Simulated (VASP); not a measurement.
Wanted: the native input for a VASP 6.6.1 run.

- Task: relaxation of cell and atoms
- Functional: PBEsol
- Potentials or basis: VASP PAW PBE potentials, release 64 (Y_sv)
- Cutoff: 500 eV
- k mesh: 6 × 6 × 6
- Occupations: fermi-dirac, width 0.1 eV
- Spin: no spin polarisation
- Dipole correction: no
- Further INCAR settings: ALGO = Normal; EDIFF = 1e-07; IBRION = 2; EDIFFG = -0.01; NSW = 60; ISIF = 3

The structure of Y lies in POSCAR:

```
Y
1.0
    0.0000000000      3.3932154007      3.3932154007
    3.3932154007      0.0000000000      3.3932154007
    3.3932154007      3.3932154007      0.0000000000
Y
2
Direct
    0.0000000000      0.0000000000      0.0000000000
    0.2500000000      0.2500000000      0.2500000000
```

This isn't the form of Y at room conditions, which is hcp.

One way to write it, as run:

INCAR

```
SYSTEM = Y
ALGO     = Normal         ! electronic algorithm
EDIFF    = 1E-7           ! SCF threshold, eV
EDIFFG   = -0.01          ! ionic threshold
ENCUT    = 500            ! plane-wave cutoff, eV
GGA      = PS             ! functional
GGA_COMPAT= .FALSE.      
IBRION   = 2              ! ionic algorithm
ISIF     = 3              ! what is computed and relaxed
ISMEAR   = -1             ! smearing method
LASPH    = .TRUE.         ! aspherical terms in the spheres
LCHARG   = .FALSE.        ! write CHGCAR
LREAL    = .FALSE.        ! projectors in reciprocal space
LWAVE    = .FALSE.        ! write WAVECAR
NELM     = 120            ! most SCF steps
NELMIN   = 4            
NSW      = 60             ! ionic steps
PREC     = Accurate       ! precision mode
SIGMA    = 0.1            ! smearing width, eV
```

KPOINTS

```
k-points
0
G
  6 6 6
  0 0 0
```

Potentials or basis: VASP PAW PBE potentials, release 64 (Y_sv).

Command:

```bash
$ cat potpaw_PBE.64/Y_sv/POTCAR > POTCAR
$ mpirun -np 1 vasp_std > vasp.out
```

Results of the run:

```yaml
Pressure_after_relaxing: 0.0 GPa
Band_gap_on_the_k_mesh: zero (bands 11 and 12 overlap by 0.47 eV)
```

Caveat: the relaxation stopped at its first step, so nothing moved; the PAW data sets were made with another functional, which shifts forces and pressure a little.

Run time: 24 s on 1 thread of Intel(R) Xeon(R) Platinum 8259CL CPU @ 2.50GHz (Skylake/Cascade Lake) (shared host), peak memory 0.21 GiB.
